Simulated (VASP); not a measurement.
Here is a VASP 6.6.1 calculation.

File INCAR:

```
SYSTEM = CuI
PREC     = Accurate       ! precision mode
ENCUT    = 600            ! plane-wave cutoff, eV
EDIFF    = 1E-7           ! SCF threshold, eV
ISMEAR   = -1             ! smearing method
SIGMA    = 0.05           ! smearing width, eV
LREAL    = .False.        ! projectors in reciprocal space
LASPH    = .True.         ! aspherical terms in the spheres
NELM     = 60             ! most SCF steps
ALGO     = Normal         ! electronic algorithm
ISIF     = 3              ! what is computed and relaxed
LWAVE    = .False.        ! write WAVECAR
LCHARG   = .False.        ! write CHGCAR
GGA      = PS             ! functional
IVDW     = 13             ! dispersion correction
IBRION   = 2              ! ionic algorithm
NSW      = 60             ! ionic steps
EDIFFG   = -0.01          ! ionic threshold
```

The input KPOINTS:

```
Automatic mesh
0
Gamma
  8 8 8
  0 0 0
```

The input POSCAR:

```
CuI
1.0
    0.0000000000      3.0315000000      3.0315000000
    3.0315000000      0.0000000000      3.0315000000
    3.0315000000      3.0315000000      0.0000000000
I Cu
1 1
Direct
    0.0000000000      0.0000000000      0.0000000000
    0.7500000000      0.7500000000      0.7500000000
```

Potentials or basis: VASP PAW PBE potentials, release 64 (I, Cu).

Launch:

```console
$ cat potpaw_PBE.64/I/POTCAR potpaw_PBE.64/Cu/POTCAR > POTCAR
$ mpirun -np 1 vasp_std > vasp.out
```

(1) Predict the relaxed cell.

(2) What does it give for the dispersion energy per atom?

(3) Predict the band gap on the k mesh.

Answers

(1) a = 4.168 Å, b = 4.168 Å, c = 4.168 Å, α = 60.00°, β = 60.00°, γ = 60.00°.

(2) -0.232 eV.

(3) 1.26 eV, direct.

Caveat: spin-orbit coupling is left out, which moves the levels of the heavy elements.
